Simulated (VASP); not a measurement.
Wanted: the native input for a VASP 6.6.1 run.

| Item | Value |
| --- | --- |
| Task | single point |
| Functional | RPBE |
| Potentials or basis | VASP PAW PBE potentials, release 64 (Li_sv) |
| Cutoff | 520 eV |
| k mesh | 14 × 14 × 14 |
| Occupations | fermi-dirac, width 0.1 eV |
| Spin | no spin polarisation |
| Dipole correction | no |
| Further INCAR settings | ALGO = Normal; EDIFF = 1e-06; NBANDS = 8 |

The structure of Li lies in POSCAR:

```
Li
1.0
    0.0000000000      2.1911703225      2.1911703225
    2.1911703225      0.0000000000      2.1911703225
    2.1911703225      2.1911703225      0.0000000000
Li
1
Direct
    0.0000000000      0.0000000000      0.0000000000
```

This isn't the form of Li at room conditions, which is bcc.

The input as run:

INCAR

```
PREC = Accurate
ENCUT = 520
EDIFF = 1E-6
ISMEAR = -1
SIGMA = 0.1
LREAL = F
LASPH = T
NELM = 60
ALGO = Normal
ISIF = 2
LWAVE = F
LCHARG = F
GGA = RP
NBANDS = 8
```

KPOINTS

```
regular mesh
0
Gamma
  14 14 14
```

Potentials or basis: VASP PAW PBE potentials, release 64 (Li_sv).

Run with:

```sh
$ cat potpaw_PBE.64/Li_sv/POTCAR > POTCAR
$ mpirun -np 1 vasp_std > vasp.out
```

Results of the run:

| Quantity | Value |
| --- | --- |
| Band gap on the k mesh | zero (an odd number of electrons rules out a gap without spin polarisation) |

It took 6.2 s on 1 thread of Intel(R) Xeon(R) Platinum 8488C (Sapphire Rapids), on a shared host, peak memory 0.13 GiB.
